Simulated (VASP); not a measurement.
# MoS2 (P6_3/mmc) in VASP: single point with PBE

Aim: the single point of MoS2 with PBE.

Everything below comes from runs of VASP 6.6.1. Logs are shortened: lines on timing, memory, paths and dates and some standing lists are left out, and cuts for length are marked.

## Step 1: The cell of the first run

Symmetry: P6_3/mmc, No. 194, hexagonal system. Conventional cell: a = 3.125 Å, b = 3.125 Å, c = 12.157 Å, α = 90.00°, β = 90.00°, γ = 120.00°. Within 3.2 Å of Mo (site symmetry -6m2) lie 6 S at 2.33 Å and 6 Mo at 3.12 Å. Within 3.2 Å of S (site symmetry 3m) lie 3 Mo at 2.33 Å and 7 S at 2.94 to 3.12 Å.

## Step 2: Single point, PBE

File INCAR:

```
SYSTEM = MoS2
PREC = Accurate
ENCUT = 520
EDIFF = 1E-7
ISMEAR = -1
SIGMA = 0.1
LREAL = .False.
LASPH = .True.
NELM = 100
ALGO = Normal
ISIF = 2
LWAVE = .False.
LCHARG = .False.
GGA = PE
NBANDS = 35
```

File KPOINTS:

```
Automatic mesh
0
Gamma
  9 9 2
  0 0 0
```

File POSCAR:

```
MoS2
1.0
    3.1248553300      0.0000000000      0.0000000000
   -1.5624276700      2.7062073800      0.0000000000
    0.0000000000      0.0000000000     12.1567195100
Mo S
2 4
Direct
    0.3333300000      0.6666700000      0.2500000000
    0.6666600000      0.3333300000      0.7500000000
    0.3333300000      0.6666700000      0.6290000000
    0.6666600000      0.3333300000      0.1290000000
    0.3333300000      0.6666700000      0.8710000000
    0.6666700000      0.3333400000      0.3710000000
```

Potentials or basis: VASP PAW PBE potentials, release 64 (Mo_sv, S).

The run is started by

```
$ cat potpaw_PBE.64/Mo_sv/POTCAR potpaw_PBE.64/S/POTCAR > POTCAR
$ mpirun -np 1 vasp_std > vasp.out
```

OUTCAR:

```text
SYSTEM = MoS2
   PREC = Accurate
   ENCUT = 520
   EDIFF = 1E-7
   ISMEAR = -1
   LREAL = .False.
   LASPH = .True.
   NELM = 100
   ISIF = 2
   GGA = PE

 ion  position               nearest neighbor table
   1  0.333  0.667  0.250-   6 2.33   4 2.33   4 2.33   6 2.33   4 2.33   6 2.33
   2  0.667  0.333  0.750-   3 2.33   5 2.33   3 2.33   5 2.33   3 2.33   5 2.33
   3  0.333  0.667  0.629-   2 2.33   2 2.33   2 2.33
   4  0.667  0.333  0.129-   1 2.33   1 2.33   1 2.33
   5  0.333  0.667  0.871-   2 2.33   2 2.33   2 2.33
   6  0.667  0.333  0.371-   1 2.33   1 2.33   1 2.33

  LATTYP: Found a hexagonal cell.
 ALAT       =     3.1248553300
 C/A-ratio  =     3.8903303437

  Lattice vectors:

 A1 = (   3.1248553300,   0.0000000000,   0.0000000000)
 A2 = (  -1.5624276700,   2.7062073800,   0.0000000000)
 A3 = (   0.0000000000,   0.0000000000,  12.1567195100)

Analysis of symmetry for initial positions (statically):
=====================================================================
 Subroutine PRICEL returns:
 Original cell was already a primitive cell.

 Routine SETGRP: Setting up the symmetry group for a
 hexagonal supercell.

 Subroutine GETGRP returns: Found  1 space group operations
 (whereof  1 operations were pure point group operations)
 out of a pool of 24 trial point group operations.

The static configuration has the point symmetry C_1 .

Analysis of symmetry for dynamics (positions and initial velocities):
=====================================================================
 Subroutine PRICEL returns:
 Original cell was already a primitive cell.

 Routine SETGRP: Setting up the symmetry group for a
 hexagonal supercell.

 Subroutine GETGRP returns: Found  1 space group operations
 (whereof  1 operations were pure point group operations)
 out of a pool of 24 trial point group operations.

The dynamic configuration has the point symmetry C_1 .

 Subroutine INISYM returns: Found  1 space group operations
 (whereof  1 operations are pure point group operations),
 and found     1 'primitive' translations

----------------------------------------------------------------------------------------

                                     Primitive cell

[... 96 lines left out ...]
   ENCUT  =  520.0 eV  38.22 Ry    6.18 a.u.   5.81  5.81 22.60*2*pi/ulx,y,z
   NELM   =    100;   NELMIN=  2; NELMDL= -5     # of ELM steps
   EDIFF  = 0.1E-06   stopping-criterion for ELM
   LREAL  =      F    real-space projection
   EDIFFG = 0.1E-05   stopping-criterion for IOM
   NSW    =      0    number of steps for IOM
   IBRION =     -1    ionic relax: 0-MD 1-quasi-New 2-CG
   NFREE  =      0    steps in history (QN), initial steepest desc. (CG)
   ISIF   =      2    stress and relaxation
   ISYM   =      2    0-nonsym 1-usesym 2-fastsym
   POTIM  = 0.5000    time-step for ionic-motion
   TEBEG  =    0.0;   TEEND  =   0.0 temperature during run
   PSTRESS=    0.0 pullay stress
   NELECT =      52.0000    total number of electrons
   NUPDOWN=      -1.0000    fix difference up-down
   EMIN   =  10.00;   EMAX   =-10.00  energy-range for DOS
   EFERMI =   0.00;   METHOD = LEGACY
   ISMEAR =    -1;   SIGMA  =   0.10  broadening in eV -4-tet -1-fermi 0-gaus
   EFERMI_NEDOS =   21; number of points for ismear=-14 and -15
   IALGO  =     38    algorithm
   IMIX   =      4    mixing-type and parameters
     AMIX     =   0.40;   BMIX     =  1.00
     AMIX_MAG =   1.60;   BMIX_MAG =  1.00
  volume/ion in A,a.u.               =      17.13       115.63
  Fermi-wavevector in a.u.,A,eV,Ry     =   1.304388  2.464936 23.149336  1.701428
  Thomas-Fermi vector in A             =   2.435327
   LORBIT       =      0    0 simple, 1 ext, 2 COOP (PROOUT), +10 PAW based schemes
   GGA     = PE    functional components
   LHFCALC =     F    Hartree Fock is set to
   AEXX    =    0.0000 exact exchange contribution
   IVDW    =     0    specifies the selected vdW correction
   LEPSILON=     F    determine dielectric tensor
   LRPA    =     F    only Hartree local field effects (RPA)
 non-spin polarized calculation
  energy-cutoff  :      520.00
  volume of cell :      102.80
 maximum number of plane-waves:      2788
   NGX = 11   NGY = 11   NGZ = 45

 number of electron      51.9999999 magnetization

 Free energy of the ion-electron system (eV)
  ---------------------------------------------------
  ext. energy  EPLUGINS =         0.00000000
  ---------------------------------------------------
  free energy    TOTEN  =       -43.04950229 eV

  energy without entropy =      -43.04773625  energy(sigma->0) =      -43.04861927

 E-fermi :   8.4733     XC(G=0): -10.9269

 val. band max:        8.2782058051   @ k =   0.0000   0.0000   0.0000
 cond. band min:       8.8741274753   @ k =   0.3333   0.3333   0.0000
 fundamental gap:      0.5959216702
 Fermi energy:         8.4733394024

 k-point     1 :       0.0000    0.0000    0.0000
  band No.  band energies     occupation
      1     -53.4382      2.00000
      2     -53.4382      2.00000
      3     -27.6577      2.00000
      4     -27.6576      2.00000
      5     -27.4051      2.00000
      6     -27.4051      2.00000
[... 901 lines left out ...]
     34      12.5463      0.00000
     35      14.5429      0.00000

 [... further k-points ...]

------------------------ aborting loop because EDIFF is reached ----------------------------------------

  FORCE on cell =-STRESS in cart. coord.  units (eV):
  Direction    XX          YY          ZZ          XY          YZ          ZX
  --------------------------------------------------------------------------------------
  -------------------------------------------------------------------------------------
  Total        9.1775580      9.1779570     15.2212620      0.0001012     -0.0004795     -0.0002787
  in kB      143.0310529    143.0372707    237.2213954      0.0015772     -0.0074736     -0.0043442
  external PRESSURE =     174.4299063 kB  Pullay stress =       0.0000000 kB

 VOLUME and BASIS-vectors are now :
 -----------------------------------------------------------------------------
  energy-cutoff  :      520.00
  volume of cell :      102.80
      direct lattice vectors                 reciprocal lattice vectors
     3.124855330  0.000000000  0.000000000     0.320014815  0.184760416  0.000000000
    -1.562427670  2.706207380  0.000000000     0.000000000  0.369520831  0.000000000
     0.000000000  0.000000000 12.156719510     0.000000000  0.000000000  0.082259034

 POSITION                                       TOTAL-FORCE (eV/Angst)
 -----------------------------------------------------------------------------------
     -0.00002      1.80415      3.03918         0.000205     -0.000105     -0.000000
      1.56241      0.90206      9.11754         0.000001      0.000460     -0.000000
     -0.00002      1.80415      7.64658         0.000001     -0.000229     -2.316538
      1.56241      0.90206      1.56822        -0.000007      0.000218     -2.316550
     -0.00002      1.80415     10.58850        -0.000000     -0.000230      2.316538
      1.56243      0.90209      4.51014        -0.000199     -0.000115      2.316550
 -----------------------------------------------------------------------------------
    total drift:                                0.000003     -0.000001     -0.000000

  FREE ENERGIE OF THE ION-ELECTRON SYSTEM (eV)
  ---------------------------------------------------
  free  energy   TOTEN  =       -43.0495022921 eV

  energy  without entropy=      -43.0477362458  energy(sigma->0) =      -43.04861927
```

stdout:

```text
POSCAR found type information on POSCAR MoS
 POSCAR found :  2 types and       6 ions
 scaLAPACK will be used
 LDA part: xc-table for (Slater+PW92), standard interpolation
 POSCAR, INCAR and KPOINTS ok, starting setup
 FFT: planning ... GRIDC
 FFT: planning ... GRID_SOFT
 FFT: planning ... GRID
 WAVECAR not read
 entering main loop
```

It took 5.3 min on 1 thread of Intel Xeon 8259CL, shared host; peak memory 0.37 GiB.

Results:

```
Free energy            : -43.0495 eV
Pressure               : 17.4 GPa
Largest force          : 2.317 eV/Å
Band gap on the k mesh : 0.60 eV (least direct gap 1.62 eV)
```

Forces on the atoms (eV/Å):
```
Mo   0.000  0.000  0.000
Mo   0.000  0.000  0.000
S    0.000  0.000 -2.317
S    0.000  0.000 -2.317
S    0.000  0.000  2.317
S    0.000  0.000  2.317
```

Caveat: the cell stands under pressure; an odd mesh through Γ misses points on the zone boundary, where band edges can lie; this functional lacks dispersion, which binds the layers, so the pressure and a relaxed spacing across them are unreliable; forces of over 1 eV/Å act on the atoms, so gaps and moduli don't describe the material at rest.
